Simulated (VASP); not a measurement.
# LiCl (P6_3mc) in VASP: single point with PBEsol

Aim: the single point of LiCl with PBEsol.

Everything below comes from runs of VASP 6.6.1. Logs are shortened: lines on timing, memory, paths and dates and some standing lists are left out, and cuts for length are marked.

### Step 1. The cell of the first run

The structure is hexagonal, space group P6_3mc (No. 186). The conventional cell has a = 3.925 Å, b = 3.925 Å, c = 6.357 Å, α = 90.00°, β = 90.00°, γ = 120.00°. Li (site symmetry 3m) has 4 Cl at 2.40 Å within 3.2 Å. Cl (site symmetry 3m) has 4 Li at 2.40 Å within 3.2 Å.

### Step 2. Single point, PBEsol

Contents of INCAR:

```
PREC     = Accurate       # precision mode
ENCUT    = 750            # plane-wave cutoff, eV
EDIFF    = 1E-6           # SCF threshold, eV
ISMEAR   = 0              # smearing method
SIGMA    = 0.01           # smearing width, eV
LREAL    = False          # projectors in reciprocal space
LASPH    = True           # aspherical terms in the spheres
NELM     = 120            # most SCF steps
ALGO     = Normal         # electronic algorithm
ISIF     = 2              # what is computed and relaxed
LWAVE    = False          # write WAVECAR
LCHARG   = False          # write CHGCAR
GGA      = PS             # functional
NBANDS   = 18             # bands
GGA_COMPAT= False
```

Contents of KPOINTS:

```
Automatic mesh
0
Gamma
  5 5 3
```

Contents of POSCAR:

```
LiCl
1.0
    3.9248822100      0.0000000000      0.0000000000
   -1.9624411050      3.3990477007      0.0000000000
    0.0000000000      0.0000000000      6.3571610000
Li Cl
2 2
Direct
    0.6666666667      0.3333333333      0.8760170000
    0.3333333333      0.6666666667      0.3760170000
    0.6666666667      0.3333333333      0.4989840000
    0.3333333333      0.6666666667      0.9989840000
```

Potentials or basis: VASP PAW PBE potentials, release 64 (Li_sv, Cl).

Started as:

```sh
> cat potpaw_PBE.64/Li_sv/POTCAR potpaw_PBE.64/Cl/POTCAR > POTCAR
> mpirun -np 1 vasp_std > vasp.out
```

OUTCAR:

```text
PREC = Accurate
   ENCUT = 750
   EDIFF = 1E-6
   ISMEAR = 0
   LREAL = False
   LASPH = True
   NELM = 120
   ISIF = 2
   GGA = PS

 ion  position               nearest neighbor table
   1  0.667  0.333  0.876-   3 2.40   4 2.40   4 2.40   4 2.40
   2  0.333  0.667  0.376-   4 2.40   3 2.40   3 2.40   3 2.40
   3  0.667  0.333  0.499-   1 2.40   2 2.40   2 2.40   2 2.40
   4  0.333  0.667  0.999-   2 2.40   1 2.40   1 2.40   1 2.40

  LATTYP: Found a hexagonal cell.
 ALAT       =     3.9248822100
 C/A-ratio  =     1.6197074612

  Lattice vectors:

 A1 = (   3.9248822100,   0.0000000000,   0.0000000000)
 A2 = (  -1.9624411050,   3.3990477007,   0.0000000000)
 A3 = (   0.0000000000,   0.0000000000,   6.3571610000)

Analysis of symmetry for initial positions (statically):
=====================================================================
 Subroutine PRICEL returns:
 Original cell was already a primitive cell.

 Routine SETGRP: Setting up the symmetry group for a
 hexagonal supercell.

 Subroutine GETGRP returns: Found 12 space group operations
 (whereof  6 operations were pure point group operations)
 out of a pool of 24 trial point group operations.

The static configuration has the point symmetry C_3v.
 The point group associated with its full space group is C_6v.

Analysis of symmetry for dynamics (positions and initial velocities):
=====================================================================
 Subroutine PRICEL returns:
 Original cell was already a primitive cell.

 Routine SETGRP: Setting up the symmetry group for a
 hexagonal supercell.

 Subroutine GETGRP returns: Found 12 space group operations
 (whereof  6 operations were pure point group operations)
 out of a pool of 24 trial point group operations.

The dynamic configuration has the point symmetry C_3v.
 The point group associated with its full space group is C_6v.

 Subroutine INISYM returns: Found 12 space group operations
 (whereof  6 operations are pure point group operations),
 and found     1 'primitive' translations

----------------------------------------------------------------------------------------

                                     Primitive cell

[... 75 lines left out ...]
   LSORBIT =      F    spin-orbit coupling
   LASPH  =      T    aspherical Exc in radial PAW
   ENCUT  =  750.0 eV  55.12 Ry    7.42 a.u.   8.76  8.76 14.20*2*pi/ulx,y,z
   NELM   =    120;   NELMIN=  2; NELMDL= -5     # of ELM steps
   EDIFF  = 0.1E-05   stopping-criterion for ELM
   LREAL  =      F    real-space projection
   EDIFFG = 0.1E-04   stopping-criterion for IOM
   NSW    =      0    number of steps for IOM
   IBRION =     -1    ionic relax: 0-MD 1-quasi-New 2-CG
   NFREE  =      0    steps in history (QN), initial steepest desc. (CG)
   ISIF   =      2    stress and relaxation
   ISYM   =      2    0-nonsym 1-usesym 2-fastsym
   POTIM  = 0.5000    time-step for ionic-motion
   TEBEG  =    0.0;   TEEND  =   0.0 temperature during run
   PSTRESS=    0.0 pullay stress
   NELECT =      20.0000    total number of electrons
   NUPDOWN=      -1.0000    fix difference up-down
   EMIN   =  10.00;   EMAX   =-10.00  energy-range for DOS
   EFERMI =   0.00;   METHOD = LEGACY
   ISMEAR =     0;   SIGMA  =   0.01  broadening in eV -4-tet -1-fermi 0-gaus
   EFERMI_NEDOS =   21; number of points for ismear=-14 and -15
   IALGO  =     38    algorithm
   IMIX   =      4    mixing-type and parameters
     AMIX     =   0.40;   BMIX     =  1.00
     AMIX_MAG =   1.60;   BMIX_MAG =  1.00
  volume/ion in A,a.u.               =      21.20       143.08
  Fermi-wavevector in a.u.,A,eV,Ry     =   1.011430  1.911325 13.918631  1.022990
  Thomas-Fermi vector in A             =   2.144479
   LORBIT       =      0    0 simple, 1 ext, 2 COOP (PROOUT), +10 PAW based schemes
   GGA     = PS    functional components
   LHFCALC =     F    Hartree Fock is set to
   AEXX    =    0.0000 exact exchange contribution
   IVDW    =     0    specifies the selected vdW correction
   LEPSILON=     F    determine dielectric tensor
   LRPA    =     F    only Hartree local field effects (RPA)
 non-spin polarized calculation
 Gauss-broadening in eV      SIGMA  =   0.01
  energy-cutoff  :      750.00
  volume of cell :       84.81
 maximum number of plane-waves:      3995
 NGX is ok and might be reduce to    36
   NGX = 17   NGY = 17   NGZ = 29

 number of electron      20.0000005 magnetization

 Free energy of the ion-electron system (eV)
  ---------------------------------------------------
  ext. energy  EPLUGINS =         0.00000000
  ---------------------------------------------------
  free energy    TOTEN  =       -15.19776407 eV

  energy without entropy =      -15.19776407  energy(sigma->0) =      -15.19776407

 E-fermi :  -1.3215     XC(G=0):  -7.7496

 val. band max:       -1.3844580840   @ k =   0.0000   0.0000   0.0000
 cond. band min:       4.3500620228   @ k =   0.0000   0.0000   0.0000
 fundamental gap:      5.7345201068
 Fermi energy:        -1.3214592563

 k-point     1 :       0.0000    0.0000    0.0000
  band No.  band energies     occupation
      1     -43.6455      2.00000
      2     -43.6441      2.00000
      3     -14.0406      2.00000
      4     -13.7537      2.00000
      5      -3.3850      2.00000
      6      -1.7096      2.00000
[... 187 lines left out ...]
      5      -3.1036      2.00000
      6      -2.8976      2.00000
[... 10 lines left out ...]
     17      10.5233      0.00000
     18      11.0851      0.00000

------------------------ aborting loop because EDIFF is reached ----------------------------------------

  FORCE on cell =-STRESS in cart. coord.  units (eV):
  Direction    XX          YY          ZZ          XY          YZ          ZX
  --------------------------------------------------------------------------------------
  -------------------------------------------------------------------------------------
  Total       -0.5986701     -0.5986701     -0.6950578      0.0000000      0.0000000      0.0000000
  in kB      -11.3096985    -11.3096985    -13.1305951      0.0000000      0.0000000      0.0000000
  external PRESSURE =     -11.9166640 kB  Pullay stress =       0.0000000 kB

 VOLUME and BASIS-vectors are now :
 -----------------------------------------------------------------------------
  energy-cutoff  :      750.00
  volume of cell :       84.81
      direct lattice vectors                 reciprocal lattice vectors
     3.924882210  0.000000000  0.000000000     0.254784716  0.147100024  0.000000000
    -1.962441105  3.399047701  0.000000000     0.000000000  0.294200049  0.000000000
     0.000000000  0.000000000  6.357161000     0.000000000  0.000000000  0.157302922

 POSITION                                       TOTAL-FORCE (eV/Angst)
 -----------------------------------------------------------------------------------
      1.96244      1.13302      5.56898        -0.000000      0.000000      0.017064
     -0.00000      2.26603      2.39040         0.000000      0.000000      0.017064
      1.96244      1.13302      3.17212        -0.000000      0.000000     -0.017064
     -0.00000      2.26603      6.35070        -0.000000     -0.000000     -0.017064
 -----------------------------------------------------------------------------------
    total drift:                               -0.000000     -0.000000     -0.000123

  FREE ENERGIE OF THE ION-ELECTRON SYSTEM (eV)
  ---------------------------------------------------
  free  energy   TOTEN  =       -15.1977640689 eV

  energy  without entropy=      -15.1977640689  energy(sigma->0) =      -15.19776407
```

OSZICAR:

```text
N       E                     dE             d eps       ncg     rms          rms(c)
DAV:   1     0.154693234397E+03    0.15469E+03   -0.10671E+04   360   0.137E+03
DAV:   2     0.219580109278E+01   -0.15250E+03   -0.14727E+03   460   0.268E+02
DAV:   3    -0.143613456598E+02   -0.16557E+02   -0.16485E+02   576   0.763E+01
DAV:   4    -0.153576775943E+02   -0.99633E+00   -0.99121E+00   558   0.167E+01
DAV:   5    -0.153999833800E+02   -0.42306E-01   -0.42299E-01   556   0.337E+00    0.304E+00
DAV:   6    -0.151802542181E+02    0.21973E+00   -0.36789E-01   456   0.288E+00    0.217E+00
DAV:   7    -0.151789062385E+02    0.13480E-02   -0.11814E-01   482   0.161E+00    0.124E+00
DAV:   8    -0.151965414082E+02   -0.17635E-01   -0.23487E-02   440   0.977E-01    0.243E-01
DAV:   9    -0.151966677313E+02   -0.12632E-03   -0.11202E-03   526   0.215E-01    0.829E-02
DAV:  10    -0.151977454758E+02   -0.10777E-02   -0.11804E-03   404   0.187E-01    0.260E-02
DAV:  11    -0.151977555162E+02   -0.10040E-04   -0.24122E-05   516   0.313E-02    0.797E-03
DAV:  12    -0.151977639826E+02   -0.84665E-05   -0.10049E-05   416   0.177E-02    0.197E-03
DAV:  13    -0.151977640689E+02   -0.86309E-07   -0.29045E-07   436   0.338E-03
   1 F= -.15197764E+02 E0= -.15197764E+02  d E =-.436372E-21
```

It took 32 s on 1 thread of AMD EPYC 7R13, shared host; peak memory 0.22 GiB.

Results:

```yaml
Free_energy: -15.1978 eV
Pressure: -1.2 GPa
Largest_force: 0.017 eV/Å
Band_gap_on_the_k_mesh: 5.73 eV
```

Forces on the atoms (eV/Å):
```
Li   0.000  0.000  0.017
Li   0.000  0.000  0.017
Cl   0.000  0.000 -0.017
Cl   0.000  0.000 -0.017
```

Levels at points of the mesh, in eV from the valence-band top:
```csv
k point,band 6,band 7,band 8,band 9,band 10,band 11,band 12,band 13,band 14,band 15
"(0.00, 0.00, 0.00)",-0.33,-0.33,-0.02,-0.02,0.00,5.73,8.02,9.92,9.92,10.27
```

Caveat: the PAW data sets were made with another functional, which shifts forces and pressure a little.
